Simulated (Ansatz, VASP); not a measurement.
# One calculation of LuSc, two programs

The input INCAR:

```
ALGO     = Normal         # electronic algorithm
EDIFF    = 1E-6           # SCF threshold, eV
EDIFFG   = -0.08          # ionic threshold
ENCUT    = 600            # plane-wave cutoff, eV
GGA      = PE             # functional
IBRION   = 2              # ionic algorithm
ISIF     = 3              # what is computed and relaxed
ISMEAR   = 0              # smearing method
LASPH    = True           # aspherical terms in the spheres
LCHARG   = False          # write CHGCAR
LREAL    = False          # projectors in reciprocal space
LWAVE    = False          # write WAVECAR
NELM     = 60             # most SCF steps
NSW      = 36             # ionic steps
PREC     = Accurate       # precision mode
SIGMA    = 0.2            # smearing width, eV
```

File KPOINTS:

```
k-points
0
Gamma
  4 7 7
```

File POSCAR:

```
LuSc
1.0
    5.2626238200      0.0000000000      0.0000000000
    0.0000000000      1.5877244800      2.7624141200
    0.0000000000     -1.5877244800      2.7624141200
Lu Sc
1 1
Direct
    0.0000000000      0.8194260000      0.8194260000
    0.5000000000      0.0305650600      0.0305650600
```

Input for Ansatz:

```yaml
crystal:
  lattice:
    - [5.26262382, 0.0, 0.0]
    - [0.0, 1.58772448, 2.76241412]
    - [0.0, -1.58772448, 2.76241412]
  atoms:
    - { symbol: Lu, position: [0.0, 0.819426, 0.819426] }
    - { symbol: Sc, position: [0.5, 0.03056506, 0.03056506] }
basis:
  ecutwfc: 420
kpoints:
  mp_grid: { grid: [4, 7, 7] }
hamiltonian:
  xc: pbe
scf:
  occupations: { method: gaussian, width: 0.2 }
  lower_state_search: "off"
output:
  forces: true
  stress: true
  eigenvalues: true
relax:
  adjacent_minimum: "off"
  f_tol: 0.08
  max_steps: 16
  cell: { stress_tol: 0.8 }
```

Alike in both runs: task relaxation of cell and atoms; functional PBE; k mesh 4 × 7 × 7; occupations gaussian, width 0.2 eV; no spin polarisation.

|  | VASP | Ansatz |
| --- | --- | --- |
| version | VASP 6.6.1 | Ansatz 0.2.0 |
| potentials or method | VASP PAW PBE potentials, release 64 (Lu, Sc_sv), cutoff 600 eV | scalar-relativistic, plane waves, PAW |
| valence electrons in the cell | 36 | 36 |

```tsv
	VASP	Ansatz	Ansatz less VASP
gap on the k mesh at the Fermi level, each at its own relaxed structure (eV)	none	none	-
relaxed volume (Å³/atom)	26.96	26.82	-0.142
relaxed cell length with the largest relative difference (Å)	5.321	5.303	-0.0178
```

A gap of «none» marks a metal or a gap that the smearing closes.

Spin-orbit coupling is off throughout. Noted on VASP's run: the volume moved by over 15 % at a fixed basis, so the end points are rough.
